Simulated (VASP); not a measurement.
Fe:

```
CELL_PARAMETERS angstrom
-1.45256 1.45256 1.45256
1.45256 -1.45256 1.45256
1.45256 1.45256 -1.45256
ATOMIC_POSITIONS crystal
Fe 0.00000 0.00000 0.00000
```

Base run:

```yaml
Program: VASP 6.6.1
Functional: PBEsol
Dispersion: D4
Potentials_or_basis: VASP PAW PBE potentials, release 64 (Fe_sv)
Cutoff: 690 eV
k_mesh: 13 × 13 × 13
Occupations: fermi-dirac, width 0.05 eV
Spin: collinear spin, ferromagnetic start
Starting_moments: "[3.0] μB"
```

Its results: pressure -23.2 GPa; net moment 2.33 μB per cell; site moments Fe +2.33 μB.

Problem. After a change of settings the same cell gave: pressure -13.3 GPa; net moment 2.31 μB per cell; site moments Fe +2.32 μB. Which change was it?
A. dispersion from D4 to D3(BJ); occupations from fermi-dirac, width 0.05 eV to methfessel-paxton, width 0.1 eV
B. functional from PBEsol to b88 exchange, pbe correlation; dispersion from D4 to none
C. functional from PBEsol to BLYP

Solution. B.

Caveats: the cell stands under tension; the PAW data sets were made with another functional, which shifts forces and pressure a little.
